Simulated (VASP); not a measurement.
Input of a VASP 6.6.1 run:

File POSCAR:

```
SiO2
1.0
    4.5334162415     -5.0781552811      0.0000000000
    4.5334162415      5.0781552811      0.0000000000
    0.0000000000      0.0000000000      8.9570384625
Si O
8 16
Direct
    0.3052533338      0.0348816137      0.9079587736
    0.4651183863      0.1947466662      0.5920412264
    0.0348816137      0.3052533338      0.0920412264
    0.1947466662      0.4651183863      0.4079587736
    0.9651183863      0.6947466662      0.9079587736
    0.6947466662      0.9651183863      0.0920412264
    0.8052533338      0.5348816137      0.5920412264
    0.5348816137      0.8052533338      0.4079587736
    0.8206918439      0.8206918439      0.0000000000
    0.6350346497      0.8649653503      0.2500000000
    0.6793081561      0.6793081561      0.5000000000
    0.3249187190      0.6750812810      0.3805931656
    0.1350346497      0.3649653503      0.2500000000
    0.8649653503      0.6350346497      0.7500000000
    0.1793081561      0.1793081561      0.0000000000
    0.3649653503      0.1350346497      0.7500000000
    0.0000000000      0.5000000000      0.0000000000
    0.1750812810      0.8249187190      0.8805931656
    0.6750812810      0.3249187190      0.6194068344
    0.8249187190      0.1750812810      0.1194068344
    0.3206918439      0.3206918439      0.5000000000
    0.5000000000      0.0000000000      0.0000000000
    0.0000000000      0.5000000000      0.5000000000
    0.5000000000      0.0000000000      0.5000000000
```

INCAR.step1

```
PREC     = Accurate       # precision mode
ENCUT    = 520            # plane-wave cutoff, eV
ISMEAR   = 0              # smearing method
SIGMA    = 0.02           # smearing width, eV
LREAL    = Auto         
LASPH    = T              # aspherical terms in the spheres
NELM     = 60             # most SCF steps
NBANDS   = 82             # bands
GGA      = PE             # functional
ALGO     = Normal         # electronic algorithm
EDIFF    = 1E-4           # SCF threshold, eV
LWAVE    = T              # write WAVECAR
LCHARG   = F              # write CHGCAR
```

INCAR.step2

```
PREC     = Accurate       # precision mode
ENCUT    = 520            # plane-wave cutoff, eV
EDIFF    = 1E-7           # SCF threshold, eV
ISMEAR   = 0              # smearing method
SIGMA    = 0.02           # smearing width, eV
LREAL    = Auto         
LASPH    = T              # aspherical terms in the spheres
NELM     = 60             # most SCF steps
ALGO     = Normal         # electronic algorithm
ISIF     = 2              # what is computed and relaxed
LWAVE    = F              # write WAVECAR
LCHARG   = F              # write CHGCAR
METAGGA  = R2SCAN         # meta-GGA
LMIXTAU  = T            
NBANDS   = 82             # bands
ISTART   = 1
```

Contents of KPOINTS:

```
regular mesh
0
Gamma
  4 4 4
```

Potentials or basis: VASP PAW PBE potentials, release 64 (Si, O).

Command:

```console
$ cat potpaw_PBE.64/Si/POTCAR potpaw_PBE.64/O/POTCAR > POTCAR
$ cp INCAR.step1 INCAR
$ mpirun -np 1 vasp_std > vasp.out
$ cp INCAR.step2 INCAR
$ mpirun -np 1 vasp_std > vasp.out
```

Task: Predict the pressure.

Result: 0.1 GPa.

Task: What does it give for the largest force?

Result: 0.022 eV/Å.

Task: What does it give for the band gap on the k mesh?

Result: 6.11 eV.

Forces in eV/Å, atoms in the order of the input:
```
Si   0.021 -0.004 -0.005
Si  -0.021 -0.004  0.005
Si   0.021  0.004  0.005
Si  -0.021  0.004 -0.005
Si  -0.021 -0.004 -0.005
Si  -0.021  0.004  0.005
Si   0.021 -0.004  0.005
Si   0.021  0.004 -0.005
O    0.008  0.000  0.000
O    0.000  0.006  0.000
O   -0.008  0.000  0.000
O    0.000 -0.005  0.004
O    0.000  0.006  0.000
O    0.000 -0.006  0.000
O   -0.008  0.000  0.000
O    0.000 -0.006  0.000
O    0.000  0.000  0.000
O    0.000  0.005  0.004
O    0.000  0.005 -0.004
O    0.000 -0.005 -0.004
O    0.008  0.000  0.000
O    0.000  0.000  0.000
O    0.000  0.000  0.000
O    0.000  0.000  0.000
```

Caveat: the PAW data sets were made with another functional, which shifts forces and pressure a little. A k mesh can miss the band edges.
